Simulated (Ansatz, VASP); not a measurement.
**PbS in VASP and in Ansatz**

Contents of INCAR:

```
SYSTEM = PbS
PREC = Accurate
ENCUT = 520
EDIFF = 1E-6
ISMEAR = -1
SIGMA = 0.1
LREAL = .False.
LASPH = .True.
NELM = 80
ALGO = Normal
ISIF = 2
LWAVE = .False.
LCHARG = .True.
GGA = PS
LELF = .True.
LVHAR = .True.
NBANDS = 17
```

KPOINTS

```
regular mesh
0
Gamma
  14 14 14
  0 0 0
```

POSCAR

```
PbS
1.0
    0.0000000000      2.8910345097      2.8910345097
    2.8910345097      0.0000000000      2.8910345097
    2.8910345097      2.8910345097      0.0000000000
Pb S
1 1
Direct
    0.0000000000      0.0000000000      0.0000000000
    0.5000000000      0.5000000000      0.5000000000
```

Input for Ansatz:

```yaml
crystal:
  lattice:
    - [0.0, 2.8910345097, 2.8910345097]
    - [2.8910345097, 0.0, 2.8910345097]
    - [2.8910345097, 2.8910345097, 0.0]
  atoms:
    - { symbol: Pb, position: [0.0, 0.0, 0.0] }
    - { symbol: S, position: [0.5, 0.5, 0.5] }
kpoints:
  mp_grid: { grid: [14, 14, 14] }
  band_path:
    path:
      - [0.0, 0.0, 0.0]
      - [0.5, 0.0, 0.5]
      - [0.625, 0.25, 0.625]
      - [0.375, 0.375, 0.75]
      - [0.0, 0.0, 0.0]
      - [0.5, 0.5, 0.5]
      - [0.5, 0.25, 0.75]
      - [0.5, 0.0, 0.5]
    npoints: 8
scf:
  occupations: { method: fermi_dirac, width: 0.1 }
hamiltonian:
  xc: pbesol
  pseudopotentials: { kind: paw }
output:
  forces: true
  stress: true
  eigenvalues: true
  populations: true
  dos: { projected: true, de: 0.2, e_range: [-14, 8] }
```

Change from the starting cell: volume scaled by 0.94, PAW files.

Alike in both runs: task single point; functional PBEsol; k mesh 14 × 14 × 14; occupations fermi-dirac, width 0.1 eV; no spin polarisation.

|  | VASP | Ansatz |
| --- | --- | --- |
| version | VASP 6.6.1 | Ansatz 0.2.0 |
| potentials or method | VASP PAW PBE potentials, release 64 (Pb_d, S) | PAW with Ansatz's default frozen-core files, scalar-relativistic |
| plane-wave cutoff (eV) | 520 | 420 |
| valence electrons in the cell | 20 | 20 |

```tsv
	VASP	Ansatz	Ansatz less VASP
pressure (GPa)	4.2	4.2	+0.05
```

VASP's potentials were made for PBE, not for PBEsol. With one functional, cell and mesh, what is left measures potentials, basis and numerics.

Spin-orbit coupling is off throughout.
